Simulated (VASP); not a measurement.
# TiB (Fm-3m) in VASP: notebook, part 2 of 2

VASP 6.6.1. Earlier steps stand in the parts before.

## 5. Relaxation of cell and atoms, r2SCAN

POSCAR

```
TiB
1.0
    0.0000000000      2.2635081104      2.2635081104
    2.2635081104      0.0000000000      2.2635081104
    2.2635081104      2.2635081104      0.0000000000
Ti B
1 1
Direct
    0.0000000000      0.0000000000      0.0000000000
    0.5000000000      0.5000000000      0.5000000000
```

INCAR.step1

```
SYSTEM = TiB
ALGO = Normal
EDIFF = 1E-4
ENCUT = 600
GGA = PE
ISMEAR = 0
LASPH = .True.
LCHARG = .False.
LREAL = .False.
LWAVE = .True.
NELM = 80
PREC = Accurate
SIGMA = 0.1
```

INCAR.step2

```
SYSTEM = TiB
ALGO = Normal
EDIFF = 1E-7
EDIFFG = -0.01
ENCUT = 600
IBRION = 2
ISIF = 3
ISMEAR = 0
ISTART = 1
LASPH = .True.
LCHARG = .False.
LMIXTAU = .True.
LREAL = .False.
LWAVE = .False.
METAGGA = R2SCAN
NELM = 80
NSW = 80
PREC = Accurate
SIGMA = 0.1
```

KPOINTS

```
k-points
0
Gamma
  16 16 16
  0 0 0
```

Potentials or basis: VASP PAW PBE potentials, release 64 (Ti_sv, B).

Started as:

```sh
> cat potpaw_PBE.64/Ti_sv/POTCAR potpaw_PBE.64/B/POTCAR > POTCAR
> cp INCAR.step1 INCAR
> mpirun -np 1 vasp_std > vasp.out
> cp INCAR.step2 INCAR
> mpirun -np 1 vasp_std > vasp.out
```

OUTCAR:

```text
SYSTEM = TiB
   EDIFF = 1E-7
   EDIFFG = -0.01
   ENCUT = 600
   IBRION = 2
   ISIF = 3
   ISMEAR = 0
   ISTART = 1
   LASPH = .True.
   LREAL = .False.
   METAGGA = R2SCAN
   NELM = 80
   NSW = 80
   PREC = Accurate

 ion  position               nearest neighbor table
   1  0.000  0.000  0.000-   2 2.26   2 2.26   2 2.26   2 2.26   2 2.26   2 2.26
   2  0.500  0.500  0.500-   1 2.26   1 2.26   1 2.26   1 2.26   1 2.26   1 2.26

  LATTYP: Found a face centered cubic cell.
 ALAT       =     4.5270162208

  Lattice vectors:

 A1 = (   0.0000000000,   2.2635081104,   2.2635081104)
 A2 = (   2.2635081104,   0.0000000000,   2.2635081104)
 A3 = (   2.2635081104,   2.2635081104,   0.0000000000)

Analysis of symmetry for initial positions (statically):
=====================================================================
[... 260 lines left out ...]
 fundamental gap:      0.0712813683
 Fermi energy:         7.1854063549

 k-point     1 :       0.0000    0.0000    0.0000
  band No.  band energies     occupation
      1     -50.9312      2.00000
      2     -26.0038      2.00000
      3     -26.0038      2.00000
      4     -26.0038      2.00000
      5      -2.4298      2.00000
      6       8.8749      0.00000
      7       8.8749      0.00000
      8       8.8749      0.00000
      9       9.5196      0.00000
     10       9.5196      0.00000
     11      11.8868      0.00000
[... 309 lines left out ...]
 k-point    24 :      -0.0625    0.0625    0.0000
  band No.  band energies     occupation
      1     -50.9270      2.00000
      2     -26.0337      2.00000
      3     -26.0125      2.00000
      4     -26.0048      2.00000
      5      -2.1897      2.00000
      6       8.4500      0.00000
      7       8.5083      0.00000
      8       8.6626      0.00000
      9       8.9782      0.00000
     10       9.4429      0.00000
     11      12.1461      0.00000

 [... further k-points ...]
[... 5 lines left out ...]
  --------------------------------------------------------------------------------------
  -------------------------------------------------------------------------------------
  Total        0.0021752      0.0021752      0.0021752      0.0000000     -0.0000000      0.0000000
  in kB        0.1496823      0.1496823      0.1496823      0.0000000     -0.0000000      0.0000000
  external PRESSURE =       0.1496823 kB  Pullay stress =       0.0000000 kB
[... 17 lines left out ...]
  FREE ENERGIE OF THE ION-ELECTRON SYSTEM (eV)
  ---------------------------------------------------
  free  energy   TOTEN  =       -21.0453822633 eV

  energy  without entropy=      -21.0409059684  energy(sigma->0) =      -21.04314412

 reached required accuracy - stopping structural energy minimisation
```

OSZICAR.step1:

```text
N       E                     dE             d eps       ncg     rms          rms(c)
DAV:   1     0.106825472890E+03    0.10683E+03   -0.85157E+03  3190   0.165E+03
DAV:   2    -0.110663096910E+02   -0.11789E+03   -0.11453E+03  3232   0.381E+02
DAV:   3    -0.184311222947E+02   -0.73648E+01   -0.68641E+01  4696   0.905E+01
DAV:   4    -0.187859471151E+02   -0.35482E+00   -0.35350E+00  4061   0.175E+01
DAV:   5    -0.188002782273E+02   -0.14331E-01   -0.14328E-01  4511   0.311E+00    0.147E+01
DAV:   6    -0.152389453395E+02    0.35613E+01   -0.23012E+01  3790   0.561E+01    0.353E+00
DAV:   7    -0.151742474114E+02    0.64698E-01   -0.13553E+00  3861   0.157E+01    0.251E+00
DAV:   8    -0.151821756744E+02   -0.79283E-02   -0.81902E-02  4026   0.329E+00    0.420E-01
DAV:   9    -0.151833310098E+02   -0.11553E-02   -0.12673E-02  4420   0.136E+00    0.252E-01
DAV:  10    -0.151833698570E+02   -0.38847E-04   -0.35700E-04  3626   0.218E-01
   1 F= -.15183370E+02 E0= -.15180729E+02  d E =-.528076E-02
```

Wall time 10 min (1 thread of Intel Xeon Platinum 8259CL at 2.50GHz (Skylake/Cascade Lake), shared host); peak memory 0.21 GiB.

Results:

```
Free energy                           : -21.0454 eV
Relaxed volume                        : 11.64 Å³/atom
Relaxed cell                          : a = 3.205 Å, b = 3.205 Å, c = 3.205 Å, α = 60.00°, β = 60.00°, γ = 60.00°
Space group after relaxing (to 0.1 Å) : Fm-3m (No. 225)
Energy gained by relaxing             : 0.1 meV/atom
Ionic steps                           : 3
Pressure after relaxing               : 0.0 GPa
Band gap on the k mesh                : zero (an odd number of electrons rules out a gap without spin polarisation)
```

Step by step:
```csv
step,energy change (eV),largest force (eV/Å),pressure (GPa),volume (Å³)
1,0.0000,0.0000,0.71,23.19
2,0.0000,0.0000,-0.62,23.37
3,-0.0002,0.0000,0.01,23.28
```

Final structure:
```
CELL_PARAMETERS angstrom
0.00000 2.26639 2.26639
2.26639 0.00000 2.26639
2.26639 2.26639 0.00000
ATOMIC_POSITIONS crystal
Ti 0.00000 0.00000 0.00000
B 0.50000 0.50000 0.50000
```

Caveat: the PAW data sets were made with another functional, which shifts forces and pressure a little; an odd number of electrons without spin polarisation forces a metal; a magnetic or distorted state may lie lower.

## 6. Overview

| task | cell | k mesh | cutoff (eV) | gap on the mesh (eV) | pressure (GPa) | relaxed volume (Å³/atom) |
| --- | --- | --- | --- | --- | --- | --- |
| single point | a = 3.201 Å, angles 60.0°, 2 atoms | 8 × 8 × 8 | 520 | none | 0.7 | - |
| single point | a = 3.202 Å, angles 60.0°, 2 atoms | 16 × 16 × 16 | 520 | none | 0.5 | - |
| relaxation of cell and atoms | relaxed from a = 3.129 Å, angles 60.0°, 2 atoms | 8 × 8 × 8 | 600 | none | -0.1 | 11.65 |
| relaxation of cell and atoms | relaxed from a = 3.201 Å, angles 60.0°, 2 atoms | 16 × 16 × 16 | 600 | none | 0.0 | 11.64 |

Alike in all rows: level r2SCAN; potentials or basis VASP PAW PBE potentials, release 64 (Ti_sv, B); no spin polarisation; smearing gaussian 0.1 eV.

Caveats: the PAW data sets were made with another functional, which shifts forces and pressure a little; an odd number of electrons without spin polarisation forces a metal; a magnetic or distorted state may lie lower.

Absolute energies hang on the potentials; compare differences alone.

The gap in the log of VASP goes by the Fermi energy; the results here count the filled bands.